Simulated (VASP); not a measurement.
# AgCl (F-43m) in VASP: single point with HSE06

Aim: the single point of AgCl with HSE06.

Everything below comes from runs of VASP 6.6.1. Logs are shortened: lines on timing, memory, paths and dates and some standing lists are left out, and cuts for length are marked.

## (1) The cell of the first run

Symmetry: F-43m, No. 216, cubic system. The conventional cell has a = 6.219 Å, b = 6.219 Å, c = 6.219 Å, α = 90.00°, β = 90.00°, γ = 90.00°. Within 3.6 Å of Ag (site symmetry -43m) lie 4 Cl at 2.69 Å. Within 3.6 Å of Cl (site symmetry -43m) lie 4 Ag at 2.69 Å.

## (2) Single point, HSE06 (strain +3.9%)

Input file POSCAR:

```
AgCl
1.0
    0.0000000000      3.1096834491      3.1096834491
    3.1096834491      0.0000000000      3.1096834491
    3.1096834491      3.1096834491      0.0000000000
Ag Cl
1 1
Direct
    0.0000000000      0.0000000000      0.0000000000
    0.2500000000      0.2500000000      0.2500000000
```

Input file INCAR.step1:

```
SYSTEM = AgCl
PREC = Accurate ; ENCUT = 400
EDIFF = 1E-5 ; ISMEAR = 0
SIGMA = 0.01 ; LREAL = .False.
LASPH = .True. ; NELM = 120
ALGO = Normal ; ISIF = 2
LWAVE = .True. ; LCHARG = .False.
NBANDS = 16 ; GGA = PE
GGA_COMPAT = .False.
```

Input file INCAR.step2:

```
SYSTEM = AgCl
PREC = Accurate ; ENCUT = 400
EDIFF = 1E-6 ; ISMEAR = 0
SIGMA = 0.01 ; LREAL = .False.
LASPH = .True. ; NELM = 120
ALGO = Normal ; ISIF = 2
LWAVE = .False. ; LCHARG = .False.
GGA = PE ; LHFCALC = .True.
HFSCREEN = 0.2079 ; PRECFOCK = Normal
NBANDS = 16 ; ISTART = 1
GGA_COMPAT = .False.
```

Input file KPOINTS:

```
Automatic mesh
0
Gamma
  6 6 6
  0 0 0
```

Potentials or basis: VASP PAW PBE potentials, release 64 (Ag, Cl).

Run with:

```console
cat potpaw_PBE.64/Ag/POTCAR potpaw_PBE.64/Cl/POTCAR > POTCAR
cp INCAR.step1 INCAR
mpirun -np 1 vasp_std > vasp.out
cp INCAR.step2 INCAR
mpirun -np 1 vasp_std > vasp.out
```

OUTCAR:

```text
SYSTEM = AgCl
   PREC = Accurate
   ENCUT = 400
   EDIFF = 1E-6
   ISMEAR = 0
   LREAL = .False.
   LASPH = .True.
   NELM = 120
   ISIF = 2
   GGA = PE
   LHFCALC = .True.
   HFSCREEN = 0.2079
   PRECFOCK = Normal
   ISTART = 1

 ion  position               nearest neighbor table
   1  0.000  0.000  0.000-   2 2.69   2 2.69   2 2.69   2 2.69
   2  0.250  0.250  0.250-   1 2.69   1 2.69   1 2.69   1 2.69

  LATTYP: Found a face centered cubic cell.
 ALAT       =     6.2193668982

  Lattice vectors:

 A1 = (   0.0000000000,   3.1096834491,   3.1096834491)
 A2 = (   3.1096834491,   0.0000000000,   3.1096834491)
 A3 = (   3.1096834491,   3.1096834491,   0.0000000000)

Analysis of symmetry for initial positions (statically):
=====================================================================
 Subroutine PRICEL returns:
 Original cell was already a primitive cell.

 Routine SETGRP: Setting up the symmetry group for a
 face centered cubic supercell.

 Subroutine GETGRP returns: Found 24 space group operations
 (whereof 24 operations were pure point group operations)
 out of a pool of 48 trial point group operations.

The static configuration has the point symmetry T_d .

Analysis of symmetry for dynamics (positions and initial velocities):
=====================================================================
 Subroutine PRICEL returns:
 Original cell was already a primitive cell.

 Routine SETGRP: Setting up the symmetry group for a
 face centered cubic supercell.

 Subroutine GETGRP returns: Found 24 space group operations
 (whereof 24 operations were pure point group operations)
 out of a pool of 48 trial point group operations.

The dynamic configuration has the point symmetry T_d .

 Subroutine INISYM returns: Found 24 space group operations
 (whereof 24 operations are pure point group operations),
 and found     1 'primitive' translations

----------------------------------------------------------------------------------------

                                     Primitive cell

  volume of cell :      60.1421

  direct lattice vectors                    reciprocal lattice vectors
     0.000000000  3.109683449  3.109683449    -0.160788070  0.160788070  0.160788070
     3.109683449  0.000000000  3.109683449     0.160788070 -0.160788070  0.160788070
     3.109683449  3.109683449  0.000000000     0.160788070  0.160788070 -0.160788070

  length of vectors
     4.397756508  4.397756508  4.397756508     0.278493106  0.278493106  0.278493106

  position of ions in fractional coordinates (direct lattice)
     0.000000000  0.000000000  0.000000000
     0.250000000  0.250000000  0.250000000

  ion indices of the primitive-cell ions
   primitive index   ion index
                 1           1
                 2           2

----------------------------------------------------------------------------------------

 KPOINTS: Automatic mesh

Automatic generation of k-mesh.
 Grid dimensions read from file:
 generate k-points for:    6    6    6

 Generating k-lattice:

  Cartesian coordinates                     Fractional coordinates (reciprocal lattice)
    -0.026798012  0.026798012  0.026798012     0.166666667  0.000000000  0.000000000
     0.026798012 -0.026798012  0.026798012     0.000000000  0.166666667  0.000000000
     0.026798012  0.026798012 -0.026798012     0.000000000  0.000000000  0.166666667

  Length of vectors
     0.046415518  0.046415518  0.046415518

  Shift w.r.t. Gamma in fractional coordinates (k-lattice)
     0.000000000  0.000000000  0.000000000

 Subroutine IBZKPT returns following result:
 ===========================================

 Found     16 irreducible k-points:

 Following reciprocal coordinates:
            Coordinates               Weight
  0.000000  0.000000  0.000000      1.000000
  0.166667  0.000000  0.000000      8.000000
  0.333333  0.000000  0.000000      8.000000
  0.500000  0.000000  0.000000      4.000000
  0.166667  0.166667  0.000000      6.000000
  0.333333  0.166667  0.000000     24.000000
[... 8 lines left out ...]
 -0.333333  0.333333  0.166667     24.000000
 -0.333333  0.500000  0.166667     12.000000
   k-points           NKPTS =     16   k-points in BZ     NKDIM =    216   number of bands    NBANDS=     16
   number of dos      NEDOS =    301   number of ions     NIONS =      2
   total plane-waves  NPLWV =  27000
   dimension x,y,z NGX =    30 NGY =   30 NGZ =   30
   dimension x,y,z NGXF=    60 NGYF=   60 NGZF=   60
   ions per type =               1   1
   NGX,Y,Z   is equivalent  to a cutoff of  11.34, 11.34, 11.34 a.u.
   NGXF,Y,Z  is equivalent  to a cutoff of  22.68, 22.68, 22.68 a.u.
 SYSTEM =  AgCl
   PREC   = accura    normal or accurate (medium, high low for compatibility)
   ISTART =      1    job   : 0-new  1-cont  2-samecut
   ICHARG =      0    charge: 1-file 2-atom 10-const
   ISPIN  =      1    spin polarized calculation?
   LNONCOLLINEAR =      F non collinear calculations
   LSORBIT =      F    spin-orbit coupling
   LASPH  =      T    aspherical Exc in radial PAW
   ENCUT  =  400.0 eV  29.40 Ry    5.42 a.u.   7.17  7.17  7.17*2*pi/ulx,y,z
   NELM   =    120;   NELMIN=  2; NELMDL=  0     # of ELM steps
   EDIFF  = 0.1E-05   stopping-criterion for ELM
   LREAL  =      F    real-space projection
   EDIFFG = 0.1E-04   stopping-criterion for IOM
   NSW    =      0    number of steps for IOM
   IBRION =     -1    ionic relax: 0-MD 1-quasi-New 2-CG
   NFREE  =      0    steps in history (QN), initial steepest desc. (CG)
   ISIF   =      2    stress and relaxation
   ISYM   =      3    0-nonsym 1-usesym 2-fastsym
   POTIM  = 0.5000    time-step for ionic-motion
   TEBEG  =    0.0;   TEEND  =   0.0 temperature during run
   PSTRESS=    0.0 pullay stress
   NELECT =      18.0000    total number of electrons
   NUPDOWN=      -1.0000    fix difference up-down
   EMIN   =  10.00;   EMAX   =-10.00  energy-range for DOS
   EFERMI =   0.00;   METHOD = LEGACY
   ISMEAR =     0;   SIGMA  =   0.01  broadening in eV -4-tet -1-fermi 0-gaus
   EFERMI_NEDOS =   21; number of points for ismear=-14 and -15
   IALGO  =     38    algorithm
   IMIX   =      1    mixing-type and parameters
     AMIX     =   0.40;   BMIX     =  1.00
     AMIX_MAG =   1.60;   BMIX_MAG =  1.00
  volume/ion in A,a.u.               =      30.07       202.93
  Fermi-wavevector in a.u.,A,eV,Ry     =   1.095064  2.069371 16.315631  1.199165
  Thomas-Fermi vector in A             =   2.231381
   LORBIT       =      0    0 simple, 1 ext, 2 COOP (PROOUT), +10 PAW based schemes
   GGA     = PE    functional components
   LHFCALC =     T    Hartree Fock is set to
   PRECFOCK=normal    Normal, Fast or Accurate (Low or Medium for compatibility)
   ENCUT4O =  -1.0   cutoff for four orbital integrals eV
   NKREDX  =     1    reduce k-point grid by
   NKREDY  =     1    reduce k-point grid by
   NKREDZ  =     1    reduce k-point grid by
   AEXX    =    0.2500 exact exchange contribution
   HFSCREEN=    0.2079 screening length (either q_TF or 0.3 A-1)
   HFSCREENC=   0.2079 screening length for correlation (either q_TF or 0.3 A-1)
   ENCUTFOCK=  -1.0 apply spherical cutoff to Coloumb kernel
   IVDW    =     0    specifies the selected vdW correction
   LEPSILON=     F    determine dielectric tensor
   LRPA    =     F    only Hartree local field effects (RPA)
 non-spin polarized calculation
 Gauss-broadening in eV      SIGMA  =   0.01
  energy-cutoff  :      400.00
  volume of cell :       60.14
 maximum number of plane-waves:      1113
 NGX is ok and might be reduce to    30
  NGX = 24; NGY = 24; NGZ = 24

 number of electron      17.9999992 magnetization

 Free energy of the ion-electron system (eV)
  ---------------------------------------------------
  ext. energy  EPLUGINS =         0.00000000
  ---------------------------------------------------
  free energy    TOTEN  =        -6.64806277 eV

  energy without entropy =       -6.64806277  energy(sigma->0) =       -6.64806277

 E-fermi :  -0.3263     XC(G=0):  -6.6569

 val. band max:       -0.3683974643   @ k =   0.0000   0.0000   0.0000
 cond. band min:       2.4849965763   @ k =   0.0000   0.0000   0.0000
 fundamental gap:      2.8533940406
 Fermi energy:        -0.3263498523

 k-point     1 :       0.0000    0.0000    0.0000
  band No.  band energies     occupation
      1     -15.6679      2.00000
      2      -4.0933      2.00000
      3      -4.0933      2.00000
      4      -4.0932      2.00000
      5      -2.5647      2.00000
      6      -2.5647      2.00000
[... 8 lines left out ...]
     15      13.8456      0.00000
     16      13.8456      0.00000

 k-point     2 :       0.1667    0.0000    0.0000
  band No.  band energies     occupation
      1     -15.6334      2.00000
      2      -4.0809      2.00000
      3      -4.0427      2.00000
      4      -4.0427      2.00000
      5      -2.5683      2.00000
      6      -2.5683      2.00000
[... 8 lines left out ...]
     15      13.0606      0.00000
     16      13.7415      0.00000

 k-point     3 :       0.3333    0.0000    0.0000
  band No.  band energies     occupation
      1     -15.5637      2.00000
      2      -3.9503      2.00000
      3      -3.9446      2.00000
      4      -3.9446      2.00000
      5      -2.5484      2.00000
      6      -2.5484      2.00000
[... 8 lines left out ...]
     15      13.3236      0.00000
     16      13.3237      0.00000

 k-point     4 :       0.5000    0.0000    0.0000
  band No.  band energies     occupation
      1     -15.5286      2.00000
      2      -3.8987      2.00000
      3      -3.8987      2.00000
      4      -3.7694      2.00000
      5      -2.5191      2.00000
      6      -2.5191      2.00000
[... 8 lines left out ...]
     15      14.6148      0.00000
     16      14.6148      0.00000
[... 172 lines left out ...]
 k-point    14 :       0.5000    0.3333    0.1667
  band No.  band energies     occupation
      1     -15.5182      2.00000
      2      -4.0171      2.00000
      3      -3.7939      2.00000
      4      -3.6923      2.00000
      5      -2.5777      2.00000
      6      -2.5126      2.00000
[... 8 lines left out ...]
     15      14.4255      0.00000
     16      14.9785      0.00000

 k-point    15 :      -0.3333    0.3333    0.1667
  band No.  band energies     occupation
      1     -15.4951      2.00000
      2      -3.9418      2.00000
      3      -3.7468      2.00000
      4      -3.5341      2.00000
      5      -2.6167      2.00000
      6      -2.4755      2.00000
[... 8 lines left out ...]
     15      13.9847      0.00000
     16      15.0714      0.00000

 k-point    16 :      -0.3333    0.5000    0.1667
  band No.  band energies     occupation
      1     -15.4839      2.00000
      2      -4.0205      2.00000
      3      -3.5918      2.00000
      4      -3.5424      2.00000
      5      -2.5572      2.00000
      6      -2.3882      2.00000
[... 8 lines left out ...]
     15      14.6791      0.00000
     16      14.7257      0.00000

------------------------ aborting loop because EDIFF is reached ----------------------------------------

  FORCE on cell =-STRESS in cart. coord.  units (eV):
  Direction    XX          YY          ZZ          XY          YZ          ZX
  --------------------------------------------------------------------------------------
  -------------------------------------------------------------------------------------
  Total       -0.8568197     -0.8568197     -0.8568197     -0.0000000     -0.0000000      0.0000000
  in kB      -22.8255633    -22.8255633    -22.8255633     -0.0000000     -0.0000000      0.0000000
  external PRESSURE =     -22.8255633 kB  Pullay stress =       0.0000000 kB

 VOLUME and BASIS-vectors are now :
 -----------------------------------------------------------------------------
  energy-cutoff  :      400.00
  volume of cell :       60.14
      direct lattice vectors                 reciprocal lattice vectors
     0.000000000  3.109683449  3.109683449    -0.160788070  0.160788070  0.160788070
     3.109683449  0.000000000  3.109683449     0.160788070 -0.160788070  0.160788070
     3.109683449  3.109683449  0.000000000     0.160788070  0.160788070 -0.160788070

 POSITION                                       TOTAL-FORCE (eV/Angst)
 -----------------------------------------------------------------------------------
      0.00000      0.00000      0.00000         0.000000     -0.000000      0.000000
      1.55484      1.55484      1.55484        -0.000000      0.000000     -0.000000
 -----------------------------------------------------------------------------------
    total drift:                               -0.000127     -0.000144     -0.000102

  FREE ENERGIE OF THE ION-ELECTRON SYSTEM (eV)
  ---------------------------------------------------
  free  energy   TOTEN  =        -6.6480627654 eV

  energy  without entropy=       -6.6480627654  energy(sigma->0) =       -6.64806277
```

Run time: 35 min. Hardware: 1 thread of Intel Xeon Platinum 8259CL at 2.50GHz (Skylake/Cascade Lake), shared host; peak memory 0.29 GiB.

Results:

```yaml
Free_energy: -6.6481 eV
Pressure: -2.3 GPa
Band_gap_on_the_k_mesh: 2.85 eV
```

Levels at points of the mesh, in eV from the valence-band top:
```
           k point  band 5  band 6  band 7  band 8  band 9  band 10  band 11  band 12  band 13  band 14
(0.00, 0.00, 0.00)   -2.20   -2.20    0.00    0.00    0.00     2.85     9.78     9.78     9.78    13.96
(0.50, 0.00, 0.00)   -2.15   -2.15   -2.09   -0.51   -0.51     5.33     8.04    10.05    10.05    13.21
(0.50, 0.50, 0.00)   -2.15   -2.09   -1.68   -1.26   -1.26     6.37     6.91    10.05    11.97    11.97
```

Caveat: the cell differs from its parent crystal (strain +3.9%); the structure was generated, so it needn't be the stable form of AgCl; the PAW data sets were made with another functional, which shifts forces and pressure a little.
